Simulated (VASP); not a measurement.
# Si3Ge5 (P1) in VASP: notebook, part 2 of 2

VASP 6.6.1.

## 3. Single point, PBEsol

INCAR reads:

```
ALGO = Normal ; EDIFF = 1E-6
ENCUT = 550 ; GGA = PS
GGA_COMPAT = False ; ISIF = 2
ISMEAR = -1 ; ISYM = -1
LASPH = True ; LCHARG = True
LELF = True ; LREAL = Auto
LVHAR = True ; LWAVE = False
NBANDS = 366 ; NELM = 120
PREC = Accurate ; SIGMA = 0.05
```

KPOINTS reads:

```
explicit points
1
Reciprocal
  0.25000000   0.25000000   0.25000000 1
```

POSCAR reads:

```
Si3Ge5
1.0
   11.1477149314      0.0000000000      0.0000000000
    0.0000000000     11.1477149314      0.0000000000
    0.0000000000      0.0000000000     11.1477149314
Ge Si
40 24
Direct
    0.9997060000      0.0007940000      0.0011300000
    0.0024010000      0.4972000000      0.0016510000
    0.0017760000      0.5022160000      0.4982670000
    0.4978800000      0.0028840000      0.9968940000
    0.4986900000      0.5017240000      0.5034890000
    0.1302550000      0.1278210000      0.1245390000
    0.1239130000      0.1243040000      0.6236860000
    0.6274160000      0.1280310000      0.1218310000
    0.6224940000      0.6212890000      0.1228780000
    0.2510660000      0.2533610000      0.5002270000
    0.2484580000      0.7468160000      0.0024290000
    0.2499220000      0.7479660000      0.4995130000
    0.7478140000      0.2471400000      0.5037690000
    0.7490470000      0.7493400000      0.9978410000
    0.7505150000      0.7459950000      0.5006140000
    0.3727820000      0.8771420000      0.1266830000
    0.3797400000      0.8743680000      0.6253660000
    0.8728330000      0.3784410000      0.6271190000
    0.8766710000      0.8712810000      0.1270560000
    0.8748360000      0.8787920000      0.6239500000
    0.2539540000      0.0023660000      0.7520560000
    0.2506240000      0.4996460000      0.2487610000
    0.2492620000      0.4968370000      0.7488960000
    0.7504400000      0.9999400000      0.2503460000
    0.7546400000      0.4995030000      0.2494890000
    0.3752750000      0.1222090000      0.3755170000
    0.3787670000      0.6231350000      0.8752700000
    0.8773570000      0.1245100000      0.3771930000
    0.8700800000      0.1257080000      0.8750340000
    0.8735970000      0.6203880000      0.8722540000
    0.0015470000      0.2534740000      0.2503370000
    0.0010140000      0.2524480000      0.7531910000
    0.0007360000      0.7480230000      0.7469130000
    0.4976410000      0.2516110000      0.2467600000
    0.4971300000      0.7477110000      0.2519920000
    0.1229010000      0.8751100000      0.3727520000
    0.1253600000      0.8743260000      0.8748990000
    0.6248540000      0.3752990000      0.3758570000
    0.6234530000      0.8755720000      0.3777760000
    0.6239070000      0.8756280000      0.8698810000
    0.0007820000      0.9995200000      0.4991620000
    0.5023340000      0.0018080000      0.5028530000
    0.5000170000      0.4941880000      0.9981510000
    0.1232400000      0.6246280000      0.1279660000
    0.1264900000      0.6239490000      0.6245370000
    0.6218720000      0.1245140000      0.6282610000
    0.6257600000      0.6242080000      0.6285070000
    0.2534650000      0.2520840000      0.9978390000
    0.7498140000      0.2547390000      0.9984820000
    0.3741210000      0.3755780000      0.1207440000
    0.3777710000      0.3731990000      0.6277240000
    0.8749840000      0.3729930000      0.1229040000
    0.2489880000      0.0003930000      0.2507100000
    0.7472590000      0.0020080000      0.7472680000
    0.7439510000      0.4985380000      0.7508060000
    0.3761070000      0.1312240000      0.8746250000
    0.3738840000      0.6232890000      0.3762260000
    0.8777890000      0.6261500000      0.3736680000
    0.0001020000      0.7461910000      0.2501020000
    0.5005640000      0.2501320000      0.7508060000
    0.5022810000      0.7470160000      0.7481360000
    0.1265430000      0.3769130000      0.3749030000
    0.1284350000      0.3735970000      0.8779610000
    0.6241120000      0.3739610000      0.8746120000
```

Potentials or basis: VASP PAW PBE potentials, release 64 (Ge_d, Si).

Launch:

```
$ cat potpaw_PBE.64/Ge_d/POTCAR potpaw_PBE.64/Si/POTCAR > POTCAR
$ mpirun -np 1 vasp_std > vasp.out
```

OUTCAR:

```text
EDIFF = 1E-6
   ENCUT = 550
   GGA = PS
   ISIF = 2
   ISMEAR = -1
   ISYM = -1
   LASPH = True
   LREAL = Auto
   NELM = 120
   PREC = Accurate

 ion  position               nearest neighbor table
   1  1.000  0.001  0.001-  37 2.44  19 2.44  29 2.45   6 2.45
   2  0.002  0.497  0.002-  52 2.40  63 2.40  44 2.41  30 2.46
   3  0.002  0.502  0.498-  58 2.40  45 2.40  62 2.40  18 2.46
   4  0.498  0.003  0.997-  56 2.40   8 2.44  40 2.45  16 2.45
   5  0.499  0.502  0.503-  57 2.41  51 2.41  47 2.41  38 2.45
   6  0.130  0.128  0.125-  53 2.40  48 2.41  31 2.45   1 2.45
[... 56 lines left out ...]
  63  0.128  0.374  0.878-  48 2.36  23 2.40   2 2.40  32 2.40
  64  0.624  0.374  0.875-  43 2.37  55 2.37  49 2.37  60 2.39

IMPORTANT INFORMATION: All symmetrisations will be switched off!
NOSYMM: (Re-)initialisation of all symmetry stuff for point group C_1.

----------------------------------------------------------------------------------------

                                     Primitive cell

  volume of cell :    1385.3438

  direct lattice vectors                    reciprocal lattice vectors
[... 227 lines left out ...]
      2     -19.4263      2.00000
      3     -19.4245      2.00000
      4     -19.4225      2.00000
      5     -19.4199      2.00000
      6     -19.4180      2.00000
[... 332 lines left out ...]
    339       6.7845      0.00000
    340       6.8296      0.00000
 [bands above 340 left out]

------------------------ aborting loop because EDIFF is reached ----------------------------------------

  FORCE on cell =-STRESS in cart. coord.  units (eV):
  Direction    XX          YY          ZZ          XY          YZ          ZX
  --------------------------------------------------------------------------------------
  -------------------------------------------------------------------------------------
  Total       -0.2896420     -0.2357304     -0.2860929     -9.3013201     -9.3176224     -9.3965763
  in kB       -0.3349767     -0.2726268     -0.3308721    -10.7571596    -10.7760135    -10.8673253
  external PRESSURE =      -0.3128252 kB  Pullay stress =       0.0000000 kB

 VOLUME and BASIS-vectors are now :
 -----------------------------------------------------------------------------
  energy-cutoff  :      550.00
  volume of cell :     1385.34
      direct lattice vectors                 reciprocal lattice vectors
    11.147714931  0.000000000  0.000000000     0.089704483  0.000000000  0.000000000
     0.000000000 11.147714931  0.000000000     0.000000000  0.089704483  0.000000000
     0.000000000  0.000000000 11.147714931     0.000000000  0.000000000  0.089704483

 POSITION                                       TOTAL-FORCE (eV/Angst)
 -----------------------------------------------------------------------------------
     11.14444      0.00885      0.01260        -0.003120      0.010862     -0.009545
      0.02677      5.54264      0.01840         0.002076     -0.003589      0.007677
      0.01980      5.59856      5.55454        -0.000878      0.004386     -0.000358
      5.55022      0.03215     11.11309        -0.002155     -0.004088     -0.002858
      5.55925      5.59308      5.61275         0.008961     -0.005373      0.001442
      1.45205      1.42491      1.38833         0.004143     -0.011186     -0.006712
[... 56 lines left out ...]
      1.43176      4.16475      9.78726         0.001464      0.007469     -0.027127
      6.95742      4.16881      9.74993         0.001520      0.010393      0.004677
 -----------------------------------------------------------------------------------
    total drift:                               -0.002939      0.003194      0.000031

  FREE ENERGIE OF THE ION-ELECTRON SYSTEM (eV)
  ---------------------------------------------------
  free  energy   TOTEN  =      -334.6300269965 eV

  energy  without entropy=     -334.6298371062  energy(sigma->0) =     -334.62993205
```

OSZICAR:

```text
N       E                     dE             d eps       ncg     rms          rms(c)
DAV:   1     0.131380024901E+05    0.13138E+05   -0.24584E+05   772   0.437E+03
DAV:   2     0.277662910895E+04   -0.10361E+05   -0.10114E+05   732   0.116E+03
DAV:   3     0.183494710021E+03   -0.25931E+04   -0.25270E+04   748   0.327E+02
DAV:   4    -0.303144609355E+03   -0.48664E+03   -0.45649E+03   850   0.128E+02
DAV:   5    -0.338806061768E+03   -0.35661E+02   -0.35040E+02   816   0.353E+01    0.235E+01
DAV:   6    -0.336295258029E+03    0.25108E+01   -0.16841E+01   880   0.795E+00    0.125E+01
DAV:   7    -0.334584723141E+03    0.17105E+01   -0.33485E+00   808   0.911E+00    0.194E+00
DAV:   8    -0.334607379398E+03   -0.22656E-01   -0.49196E-01   928   0.702E+00    0.878E-01
DAV:   9    -0.334625856899E+03   -0.18478E-01   -0.15093E-01  1024   0.180E+00    0.431E-01
DAV:  10    -0.334628861299E+03   -0.30044E-02   -0.21702E-02   880   0.182E+00    0.160E-01
DAV:  11    -0.334629330402E+03   -0.46910E-03   -0.46791E-03   888   0.106E+00    0.907E-02
DAV:  12    -0.334629937422E+03   -0.60702E-03   -0.41422E-03   952   0.282E-01    0.305E-02
DAV:  13    -0.334630007223E+03   -0.69801E-04   -0.66929E-04   880   0.191E-01    0.155E-02
DAV:  14    -0.334630012477E+03   -0.52538E-05   -0.13702E-04   928   0.155E-01    0.687E-03
DAV:  15    -0.334630022505E+03   -0.10029E-04   -0.97428E-05   912   0.399E-02    0.403E-03
DAV:  16    -0.334630027486E+03   -0.49810E-05   -0.53937E-05   656   0.371E-02    0.477E-03
DAV:  17    -0.334630026997E+03    0.48986E-06   -0.26259E-06   568   0.346E-02
   1 F= -.33463003E+03 E0= -.33462993E+03  d E =-.189890E-03
```

stdout:

```text
POSCAR found type information on POSCAR GeSi
 POSCAR found :  2 types and      64 ions
 scaLAPACK will be used
 -----------------------------------------------------------------------------
|                                                                             |
|                                                                             |
|     You enforced a specific xc type in the INCAR file but a different       |
|     I HOPE YOU KNOW WHAT YOU ARE DOING!                                     |
|                                                                             |
 -----------------------------------------------------------------------------

 LDA part: xc-table for (Slater+PW92), standard interpolation
 POSCAR, INCAR and KPOINTS ok, starting setup
 FFT: planning ... GRIDC
 FFT: planning ... GRID_SOFT
 FFT: planning ... GRID
 WAVECAR not read
 entering main loop
```

It took 27 min on 1 thread of Intel Xeon Platinum 8259CL at 2.50GHz (Skylake/Cascade Lake), shared host; peak memory 1.5 GiB.

Results:

```yaml
Free_energy: -334.6300 eV
Pressure: 0.0 GPa
Largest_force: 0.032 eV/Å
Band_gap_on_the_k_mesh: 1.00 eV
```

Forces in eV/Å, atoms in the order of the input:
```
Ge  -0.003  0.011 -0.010
Ge   0.002 -0.004  0.008
Ge  -0.001  0.004  0.000
Ge  -0.002 -0.004 -0.003
Ge   0.009 -0.005  0.001
Ge   0.004 -0.011 -0.007
Ge  -0.009  0.006 -0.008
Ge  -0.002  0.024  0.000
Ge  -0.004 -0.013  0.001
Ge   0.012 -0.004  0.001
Ge   0.009 -0.007 -0.013
Ge   0.000 -0.008  0.008
Ge  -0.007  0.013  0.005
Ge  -0.007  0.002  0.005
Ge  -0.005 -0.012 -0.003
Ge   0.000 -0.003  0.005
Ge   0.010  0.000 -0.001
Ge   0.005 -0.004  0.001
Ge   0.004 -0.002 -0.004
Ge  -0.007  0.000  0.016
Ge   0.005  0.004 -0.006
Ge   0.008 -0.002  0.002
Ge  -0.002 -0.002  0.004
Ge  -0.005 -0.001 -0.005
Ge  -0.005  0.006  0.008
Ge  -0.001  0.000 -0.009
Ge   0.009 -0.005 -0.012
Ge   0.001  0.007  0.006
Ge   0.001  0.000 -0.010
Ge   0.000 -0.006 -0.002
Ge   0.005  0.013 -0.003
Ge   0.004  0.008  0.006
Ge   0.003 -0.002 -0.006
Ge  -0.008  0.000  0.008
Ge   0.005 -0.004 -0.007
Ge   0.000 -0.005 -0.001
Ge   0.011 -0.005  0.009
Ge  -0.002  0.003 -0.007
Ge   0.005 -0.007  0.014
Ge   0.000 -0.004 -0.002
Si   0.001  0.005  0.009
Si  -0.027  0.009 -0.005
Si  -0.015  0.026 -0.009
Si   0.003 -0.002 -0.008
Si   0.008 -0.017  0.000
Si   0.003 -0.002  0.002
Si  -0.003 -0.003 -0.013
Si  -0.008  0.012  0.010
Si  -0.002 -0.010  0.008
Si   0.005 -0.007  0.007
Si  -0.026  0.017 -0.005
Si  -0.015  0.011  0.005
Si   0.018  0.014  0.008
Si   0.004  0.005 -0.003
Si   0.016 -0.006 -0.006
Si   0.001  0.001 -0.003
Si   0.005 -0.011  0.007
Si  -0.012 -0.010 -0.002
Si   0.004 -0.013  0.014
Si   0.008  0.001 -0.009
Si  -0.016 -0.011  0.021
Si   0.001 -0.005  0.001
Si   0.001  0.007 -0.027
Si   0.002  0.010  0.005
```

Stress tensor (GPa, compression positive):
```
-0.03 -1.08 -1.09
-1.08 -0.03 -1.08
-1.09 -1.08 -0.03
```

Caveat: the PAW data sets were made with another functional, which shifts forces and pressure a little; a shifted mesh leaves out Γ, where band edges can lie. A k mesh can miss the band edges.
